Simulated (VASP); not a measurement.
The system is AlCl.

```
Al Cl
1.0
     4.38269    0.00000    0.00000
     0.00000    4.50025    0.00000
     0.00000    0.00000    5.01070
Al Cl
2 2
Direct
  0.00000 0.00000 0.31975
  0.50000 0.50000 0.68025
  0.00000 0.00000 0.99813
  0.50000 0.50000 0.00187
```

| Item | Value |
| --- | --- |
| Program | VASP 6.6.1 |
| Task | relaxation of cell and atoms |
| Functional | PBE |
| Potentials or basis | VASP PAW PBE potentials, release 64 (Al, Cl) |
| Cutoff | 600 eV |
| k mesh | 4 × 4 × 4 |
| Occupations | gaussian, width 0.1 eV |
| Spin | no spin polarisation |

At the start: pressure 44.2 GPa; volume 24.71 Å³/atom.

Problem. Where does the relaxation end?

Solution. Over 48 steps the energy falls by 2691.5 meV/atom and the volume is 26.73 Å³/atom (+8.2 %); space group Pmmn (No. 59, to 0.05 Å).

The path:
```csv
step,energy change (eV),largest force (eV/Å),pressure (GPa),volume (Å³)
1,0.0000,25.4707,44.20,98.83
3,-9.3828,1.3542,-1.41,194.43
5,-9.5721,0.7416,-3.05,184.74
7,-9.0224,2.0617,-4.35,152.47
9,-9.6708,0.3535,-1.54,176.64
11,-9.6780,0.4752,-2.17,172.90
13,-9.8281,1.2995,-0.17,156.29
15,-10.0515,1.3294,0.20,143.47
17,-9.8697,1.2999,10.80,92.55
19,-10.3724,1.3583,3.29,111.91
21,-10.4658,0.9564,0.71,113.38
23,-10.5804,0.5836,-0.23,116.85
25,-10.6820,0.4171,-0.96,120.13
27,-10.7081,0.2975,-1.33,116.20
29,-10.7285,0.1493,0.09,112.70
31,-10.7325,0.1419,0.08,112.55
33,-10.7352,0.2015,0.10,111.08
35,-10.7453,0.1509,-0.17,111.88
37,-10.7513,0.2177,-0.75,112.08
39,-10.7575,0.0464,-0.47,111.34
41,-10.7588,0.0847,-0.39,110.89
43,-10.7645,0.0150,-0.22,108.56
45,-10.7649,0.0078,-0.14,107.72
47,-10.7659,0.0506,0.08,107.02
48,-10.7661,0.0110,0.02,106.94
```

Final structure:
```
Al Cl
1.0
     3.30090    0.00000    0.00000
     0.00000    3.92561    0.00000
     0.00000    0.00000    8.25278
Al Cl
2 2
Direct
  0.00000 0.00000 0.57162
  0.50000 0.50000 0.42838
  0.00000 0.00000 0.82497
  0.50000 0.50000 0.17503
```

Caveat: this functional lacks dispersion, which binds the layers, so the pressure and a relaxed spacing across them are unreliable.
